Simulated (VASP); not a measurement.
# Se (Fd-3m) in VASP: further runs, part 2 of 2

VASP 6.6.1. The steps go on from the part before.

## (3) Single point, revPBE (volume scaled by 0.88)

Input file INCAR:

```
PREC = Accurate ; ENCUT = 520
EDIFF = 1E-7 ; ISMEAR = -1
SIGMA = 0.1 ; LREAL = F
LASPH = T ; NELM = 100
ALGO = Normal ; ISIF = 2
LWAVE = F ; LCHARG = T
GGA = RE ; LELF = T
LVHAR = T ; NBANDS = 13
```

Input file KPOINTS:

```
Automatic mesh
0
Gamma
  10 10 10
```

Input file POSCAR:

```
Se
1.0
    0.0000000000      3.0629846453      3.0629846453
    3.0629846453      0.0000000000      3.0629846453
    3.0629846453      3.0629846453      0.0000000000
Se
2
Direct
    0.1250000000      0.1250000000      0.1250000000
    0.8750000000      0.8750000000      0.8750000000
```

Potentials or basis: VASP PAW PBE potentials, release 64 (Se).

Started as:

```console
$ cat potpaw_PBE.64/Se/POTCAR > POTCAR
$ mpirun -np 1 vasp_std > vasp.out
```

OUTCAR:

```text
PREC = Accurate
   ENCUT = 520
   EDIFF = 1E-7
   ISMEAR = -1
   LREAL = F
   LASPH = T
   NELM = 100
   ISIF = 2
   GGA = RE

 ion  position               nearest neighbor table
   1  0.125  0.125  0.125-   2 2.65   2 2.65   2 2.65   2 2.65
   2  0.875  0.875  0.875-   1 2.65   1 2.65   1 2.65   1 2.65

  LATTYP: Found a face centered cubic cell.
 ALAT       =     6.1259692906

  Lattice vectors:

 A1 = (   0.0000000000,   3.0629846453,   3.0629846453)
 A2 = (   3.0629846453,   0.0000000000,   3.0629846453)
 A3 = (   3.0629846453,   3.0629846453,   0.0000000000)

Analysis of symmetry for initial positions (statically):
=====================================================================
 Subroutine PRICEL returns:
 Original cell was already a primitive cell.

 Routine SETGRP: Setting up the symmetry group for a
 face centered cubic supercell.

 Subroutine GETGRP returns: Found 48 space group operations
 (whereof 12 operations were pure point group operations)
 out of a pool of 48 trial point group operations.

The static configuration has the point symmetry D_3d.
[... 165 lines left out ...]
 cond. band min:       3.0001369239   @ k =  -0.2000   0.2000   0.0000
 fundamental gap:      0.0443709865
 Fermi energy:         2.9938540820

 k-point     1 :       0.0000    0.0000    0.0000
  band No.  band energies     occupation
      1     -12.9290      2.00000
      2      -6.9421      2.00000
      3      -0.7674      2.00000
      4      -0.7674      2.00000
      5      -0.7674      2.00000
      6       2.0912      1.99976
      7       2.0912      1.99976
      8       2.0912      1.99976
      9       7.5847      0.00000
     10      10.5416      0.00000
     11      10.5416      0.00000
     12      12.6844      0.00000
     13      12.6844      0.00000
[... 354 lines left out ...]
  band No.  band energies     occupation
      1     -11.7296      2.00000
      2      -9.3327      2.00000
      3      -2.2812      2.00000
      4      -2.1303      2.00000
      5       0.7546      2.00000
      6       1.3166      2.00000
      7       4.6537      0.00000
      8       4.6821      0.00000
      9       8.3589      0.00000
     10      10.4682      0.00000
     11      12.2518      0.00000
     12      13.6216      0.00000
     13      14.0009      0.00000

 [... further k-points ...]
[... 5 lines left out ...]
  --------------------------------------------------------------------------------------
  -------------------------------------------------------------------------------------
  Total        2.1138760      2.1138760      2.1138760     -0.0000000      0.0000000      0.0000000
  in kB       58.9285331     58.9285331     58.9285331     -0.0000000      0.0000000      0.0000000
  external PRESSURE =      58.9285331 kB  Pullay stress =       0.0000000 kB

 VOLUME and BASIS-vectors are now :
 -----------------------------------------------------------------------------
  energy-cutoff  :      520.00
  volume of cell :       57.47
      direct lattice vectors                 reciprocal lattice vectors
     0.000000000  3.062984645  3.062984645    -0.163239473  0.163239473  0.163239473
     3.062984645  0.000000000  3.062984645     0.163239473 -0.163239473  0.163239473
     3.062984645  3.062984645  0.000000000     0.163239473  0.163239473 -0.163239473

 POSITION                                       TOTAL-FORCE (eV/Angst)
 -----------------------------------------------------------------------------------
      0.76575      0.76575      0.76575        -0.000000     -0.000000     -0.000000
      5.36022      5.36022      5.36022         0.000000      0.000000      0.000000
 -----------------------------------------------------------------------------------
    total drift:                                0.000000      0.000000     -0.000000

  FREE ENERGIE OF THE ION-ELECTRON SYSTEM (eV)
  ---------------------------------------------------
  free  energy   TOTEN  =        -5.3219507193 eV

  energy  without entropy=       -5.2673315885  energy(sigma->0) =       -5.29464115
```

OSZICAR:

```text
N       E                     dE             d eps       ncg     rms          rms(c)
DAV:   1     0.484687436154E+02    0.48469E+02   -0.47536E+03  1222   0.752E+02
DAV:   2    -0.239380730923E+01   -0.50863E+02   -0.48174E+02  1706   0.127E+02
DAV:   3    -0.530080831476E+01   -0.29070E+01   -0.28750E+01  1532   0.319E+01
DAV:   4    -0.532371475917E+01   -0.22906E-01   -0.22869E-01  1417   0.331E+00
DAV:   5    -0.532387325778E+01   -0.15850E-03   -0.15849E-03  1557   0.280E-01    0.653E+00
DAV:   6    -0.532232205905E+01    0.15512E-02   -0.14358E-03  1462   0.272E-01    0.392E+00
DAV:   7    -0.532172268211E+01    0.59938E-03   -0.38018E-03  1387   0.426E-01    0.440E-02
DAV:   8    -0.532188668626E+01   -0.16400E-03   -0.14467E-04  1422   0.717E-02    0.178E-02
DAV:   9    -0.532194459803E+01   -0.57912E-04   -0.66221E-05  1332   0.484E-02    0.606E-03
DAV:  10    -0.532194932971E+01   -0.47317E-05   -0.67166E-06  1477   0.147E-02    0.361E-03
DAV:  11    -0.532195044403E+01   -0.11143E-05   -0.12288E-06  1362   0.611E-03    0.111E-03
DAV:  12    -0.532195073299E+01   -0.28896E-06   -0.37202E-07  1394   0.368E-03    0.333E-04
DAV:  13    -0.532195071929E+01    0.13703E-07   -0.27954E-09   966   0.293E-04
   1 F= -.53219507E+01 E0= -.52946412E+01  d E =-.546191E-01
```

Wall time 25 s (1 thread of Intel Xeon 6975P-C, shared host); peak memory 0.18 GiB.

Results:

| Item | Value |
| --- | --- |
| Free energy | -5.3220 eV |
| Pressure | 5.9 GPa |
| Band gap on the k mesh | zero (band 6 reaches 3.27 eV, above the bottom of band 7 at 2.09 eV) |

Caveat: the PAW data sets were made with another functional, which shifts forces and pressure a little.

## (4) Single point, revPBE (volume scaled by 0.92)

Input file INCAR:

```
SYSTEM = Se
PREC = Accurate
ENCUT = 520
EDIFF = 1E-6
ISMEAR = -1
SIGMA = 0.1
LREAL = .FALSE.
LASPH = .TRUE.
NELM = 100
ALGO = Normal
ISIF = 2
LWAVE = .FALSE.
LCHARG = .FALSE.
GGA = RE
NBANDS = 13
```

Input file KPOINTS:

```
regular mesh
0
G
  10 10 10
  0 0 0
```

Input file POSCAR:

```
Se
1.0
    0.0000000000      3.1087075749      3.1087075749
    3.1087075749      0.0000000000      3.1087075749
    3.1087075749      3.1087075749      0.0000000000
Se
2
Direct
    0.1250000000      0.1250000000      0.1250000000
    0.8750000000      0.8750000000      0.8750000000
```

Started as:

```console
$ cat potpaw_PBE.64/Se/POTCAR > POTCAR
$ mpirun -np 1 vasp_std > vasp.out
```

Wall time 41 s (1 thread of Intel Xeon 6975P-C, shared host); peak memory 0.21 GiB.

The run converged. Its results:

```yaml
Free_energy: -5.3978 eV
Pressure: 3.5 GPa
Band_gap_on_the_k_mesh: zero (band 6 reaches 2.88 eV, above the bottom of band 7 at 1.75 eV)
```

Levels at points of the mesh, in eV from the Fermi level:
```csv
k point,band 4,band 5,band 6,band 7,band 8,band 9
"(0.00, 0.00, 0.00)",-3.60,-3.60,-0.83,-0.83,-0.83,4.62
"(0.50, 0.00, 0.00)",-4.33,-4.22,0.29,0.29,1.86,7.07
"(0.50, 0.50, 0.00)",-5.14,-1.98,-1.98,2.31,2.31,6.38
```

Caveat: the PAW data sets were made with another functional, which shifts forces and pressure a little.

## (5) Single point, revPBE (volume scaled by 0.96)

Input file INCAR:

```
SYSTEM = Se
  PREC = Accurate
  ENCUT = 520
  EDIFF = 1E-7
  ISMEAR = -1
  SIGMA = 0.1
  LREAL = .FALSE.
  LASPH = .TRUE.
  NELM = 80
  ALGO = Normal
  ISIF = 2
  LWAVE = .FALSE.
  LCHARG = .FALSE.
  GGA = RE
  NBANDS = 13
```

Input file KPOINTS:

```
Automatic mesh
0
G
  10 10 10
  0 0 0
```

Input file POSCAR:

```
Se
1.0
    0.0000000000      3.1531236840      3.1531236840
    3.1531236840      0.0000000000      3.1531236840
    3.1531236840      3.1531236840      0.0000000000
Se
2
Direct
    0.1250000000      0.1250000000      0.1250000000
    0.8750000000      0.8750000000      0.8750000000
```

Started as:

```console
$ cat potpaw_PBE.64/Se/POTCAR > POTCAR
$ mpirun -np 1 vasp_std > vasp.out
```

Run time: 38 s. Hardware: 1 thread of Intel Xeon 6975P-C, shared host; peak memory 0.21 GiB.

It converged, with:

```yaml
Free_energy: -5.4385 eV
Pressure: 1.6 GPa
Band_gap_on_the_k_mesh: zero (band 6 reaches 2.51 eV, above the bottom of band 7 at 1.44 eV)
```

Levels at points of the mesh, in eV from the Fermi level:
```csv
k point,band 2,band 3,band 4,band 5,band 6,band 7,band 8,band 9,band 10,band 11
"(0.00, 0.00, 0.00)",-10.20,-3.44,-3.44,-3.44,-0.77,-0.77,-0.77,4.66,7.67,7.67
"(0.50, 0.00, 0.00)",-12.07,-4.14,-4.14,-4.08,0.31,0.31,1.68,7.07,7.13,8.07
"(0.50, 0.50, 0.00)",-13.29,-4.90,-4.90,-1.90,-1.90,2.16,2.16,6.37,6.37,9.83
```

Caveat: the PAW data sets were made with another functional, which shifts forces and pressure a little.

## (6) Single point, revPBE

Input file INCAR:

```
SYSTEM = Se
ALGO = Normal
EDIFF = 1E-6
ENCUT = 520
GGA = RE
ISIF = 2
ISMEAR = -1
LASPH = .True.
LCHARG = .True.
LELF = .True.
LREAL = .False.
LVHAR = .True.
LWAVE = .False.
NBANDS = 13
NELM = 100
PREC = Accurate
SIGMA = 0.1
```

Input file KPOINTS:

```
k-points
0
Gamma
  10 10 10
  0 0 0
```

Input file POSCAR:

```
Se
1.0
    0.0000000000      3.1963225272      3.1963225272
    3.1963225272      0.0000000000      3.1963225272
    3.1963225272      3.1963225272      0.0000000000
Se
2
Direct
    0.1250000000      0.1250000000      0.1250000000
    0.8750000000      0.8750000000      0.8750000000
```

Potentials or basis: VASP PAW PBE potentials, release 64 (Se).

Started as:

```console
$ cat potpaw_PBE.64/Se/POTCAR > POTCAR
$ mpirun -np 1 vasp_std > vasp.out
```

OUTCAR:

```text
SYSTEM = Se
   EDIFF = 1E-6
   ENCUT = 520
   GGA = RE
   ISIF = 2
   ISMEAR = -1
   LASPH = .True.
   LREAL = .False.
   NELM = 100
   PREC = Accurate

 ion  position               nearest neighbor table
   1  0.125  0.125  0.125-   2 2.77   2 2.77   2 2.77   2 2.77
   2  0.875  0.875  0.875-   1 2.77   1 2.77   1 2.77   1 2.77

  LATTYP: Found a face centered cubic cell.
 ALAT       =     6.3926450544

  Lattice vectors:

 A1 = (   0.0000000000,   3.1963225272,   3.1963225272)
 A2 = (   3.1963225272,   0.0000000000,   3.1963225272)
 A3 = (   3.1963225272,   3.1963225272,   0.0000000000)

[... 562 lines left out ...]
     10       9.1303      0.00000
     11      11.1025      0.00000
     12      12.3059      0.00000
     13      12.4615      0.00000

 [... further k-points ...]
[... 5 lines left out ...]
  --------------------------------------------------------------------------------------
  -------------------------------------------------------------------------------------
  Total       -0.0086267     -0.0086267     -0.0086267      0.0000000      0.0000000     -0.0000000
  in kB       -0.2116274     -0.2116274     -0.2116274      0.0000000      0.0000000     -0.0000000
  external PRESSURE =      -0.2116274 kB  Pullay stress =       0.0000000 kB

 VOLUME and BASIS-vectors are now :
 -----------------------------------------------------------------------------
  energy-cutoff  :      520.00
  volume of cell :       65.31
      direct lattice vectors                 reciprocal lattice vectors
     0.000000000  3.196322527  3.196322527    -0.156429771  0.156429771  0.156429771
     3.196322527  0.000000000  3.196322527     0.156429771 -0.156429771  0.156429771
     3.196322527  3.196322527  0.000000000     0.156429771  0.156429771 -0.156429771

 POSITION                                       TOTAL-FORCE (eV/Angst)
 -----------------------------------------------------------------------------------
      0.79908      0.79908      0.79908        -0.000000     -0.000000     -0.000000
      5.59356      5.59356      5.59356         0.000000      0.000000      0.000000
 -----------------------------------------------------------------------------------
    total drift:                               -0.000000      0.000000      0.000000

  FREE ENERGIE OF THE ION-ELECTRON SYSTEM (eV)
  ---------------------------------------------------
  free  energy   TOTEN  =        -5.4505194421 eV

  energy  without entropy=       -5.3933279137  energy(sigma->0) =       -5.42192368
```

OSZICAR:

```text
N       E                     dE             d eps       ncg     rms          rms(c)
DAV:   1     0.514981198460E+02    0.51498E+02   -0.47400E+03  1222   0.749E+02
DAV:   2    -0.195733721078E+01   -0.53455E+02   -0.50591E+02  1801   0.123E+02
DAV:   3    -0.541810339944E+01   -0.34608E+01   -0.34296E+01  1552   0.339E+01
DAV:   4    -0.544911637182E+01   -0.31013E-01   -0.31008E-01  1387   0.383E+00
DAV:   5    -0.544934108684E+01   -0.22472E-03   -0.22471E-03  1602   0.336E-01    0.502E+00
DAV:   6    -0.544976637365E+01   -0.42529E-03   -0.13458E-03  1442   0.291E-01    0.299E+00
DAV:   7    -0.545024739409E+01   -0.48102E-03   -0.36024E-03  1522   0.451E-01    0.558E-02
DAV:   8    -0.545045626280E+01   -0.20887E-03   -0.22805E-04  1347   0.862E-02    0.145E-02
DAV:   9    -0.545050614644E+01   -0.49884E-04   -0.49411E-05  1492   0.398E-02    0.711E-03
DAV:  10    -0.545051846137E+01   -0.12315E-04   -0.17888E-05  1317   0.236E-02    0.357E-03
DAV:  11    -0.545051944206E+01   -0.98069E-06   -0.87673E-07  1428   0.567E-03
   1 F= -.54505194E+01 E0= -.54219237E+01  d E =-.571915E-01
```

Wall time 33 s (1 thread of Intel Xeon 6975P-C, shared host); peak memory 0.21 GiB.

What came out:

| Item | Value |
| --- | --- |
| Free energy | -5.4505 eV |
| Pressure | 0.0 GPa |
| Band gap on the k mesh | zero (band 6 reaches 2.17 eV, above the bottom of band 7 at 1.15 eV) |

Caveat: the PAW data sets were made with another functional, which shifts forces and pressure a little.

## (7) The runs side by side

```tsv
cell	k mesh	gap on the mesh (eV)	pressure (GPa)
a = 4.520 Å, angles 60.0°, 2 atoms	9 × 9 × 9	none	0.0
a = 4.332 Å, angles 60.0°, 2 atoms	10 × 10 × 10	none	5.9
a = 4.396 Å, angles 60.0°, 2 atoms	10 × 10 × 10	none	3.5
a = 4.459 Å, angles 60.0°, 2 atoms	10 × 10 × 10	none	1.6
a = 4.520 Å, angles 60.0°, 2 atoms	10 × 10 × 10	none	0.0
```

Alike in all rows: task single point; level revPBE; potentials or basis VASP PAW PBE potentials, release 64 (Se); no spin polarisation; cutoff (eV) 520; smearing fermi-dirac 0.1 eV.

Caveats: the PAW data sets were made with another functional, which shifts forces and pressure a little.

Total energies depend on the potentials used, so only differences within one code and one set of settings carry meaning.
